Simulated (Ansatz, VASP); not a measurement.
## Two plane-wave programs on Eu

POSCAR

```
Eu
1.0
   -2.2274745855      2.2274745855      2.2274745855
    2.2274745855     -2.2274745855      2.2274745855
    2.2274745855      2.2274745855     -2.2274745855
Eu
1
Direct
    0.0000000000      0.0000000000      0.0000000000
```

INCAR.step1

```
SYSTEM = Eu
PREC = Accurate ; ENCUT = 520
ISMEAR = -1 ; SIGMA = 0.01
LREAL = .FALSE. ; LASPH = .TRUE.
NELM = 150 ; ISPIN = 2
MAGMOM = 7.31 ; LMAXMIX = 6
NBANDS = 18 ; GGA = PE
ALGO = Normal ; EDIFF = 1E-4
LWAVE = .TRUE. ; LCHARG = .FALSE.
```

The input INCAR.step2:

```
SYSTEM = Eu
PREC = Accurate ; ENCUT = 520
EDIFF = 1E-6 ; ISMEAR = -1
SIGMA = 0.01 ; LREAL = .FALSE.
LASPH = .TRUE. ; NELM = 150
ALGO = Normal ; ISIF = 2
LWAVE = .FALSE. ; LCHARG = .FALSE.
ISPIN = 2 ; MAGMOM = 7.31
LORBIT = 11 ; LMAXMIX = 6
METAGGA = R2SCAN ; LMIXTAU = .TRUE.
NBANDS = 18 ; ISTART = 1
```

Contents of KPOINTS:

```
regular mesh
0
G
  10 10 10
  0 0 0
```

Input for Ansatz:

```yaml
crystal:
  lattice:
    - [-2.2274745855, 2.2274745855, 2.2274745855]
    - [2.2274745855, -2.2274745855, 2.2274745855]
    - [2.2274745855, 2.2274745855, -2.2274745855]
  atoms:
    - { symbol: Eu, position: [0.0, 0.0, 0.0], spin: 7.31 }
hamiltonian:
  xc: r2scan
  pseudopotentials:
    kind: paw
    azcp:
      Eu: "pseudopotentials/Eu.paw.azcp"
basis:
  ecutwfc: 500
  fft_grid_basis: typed
kpoints:
  mp_grid: { grid: [10, 10, 10], shift: [0, 0, 0] }
magnetization:
  spin_polarized: true
scf:
  occupations: { method: fermi_dirac, width: 0.01 }
  lower_state_search: "off"
output:
  stress: true
```

Alike in both runs: task single point; functional r2SCAN; k mesh 10 × 10 × 10; occupations fermi-dirac, width 0.01 eV; collinear spin.

|  | VASP | Ansatz |
| --- | --- | --- |
| version | VASP 6.6.1 | Ansatz 0.2.0 |
| potentials or method | VASP PAW PBE potentials, release 64 (Eu), cutoff 520 eV | plane waves (500 eV) with PAW, scalar-relativistic |
| valence electrons in the cell | 17 | 17 |

```csv
,VASP,Ansatz,Ansatz less VASP
pressure (GPa),-0.4,-0.2,+0.22
net moment per atom (μB),7.64,8.01,+0.369
size of the moment on the site where the two differ most (μB),6.68,7.38,+0.696
```

The net moments are unlike, so the other rows may belong to different states. VASP's potentials were made for PBE, not for r2SCAN. Site moments also hang on the region over which each program counts them. Ansatz's warnings: stability check not made.

Neither program's run includes spin-orbit coupling.
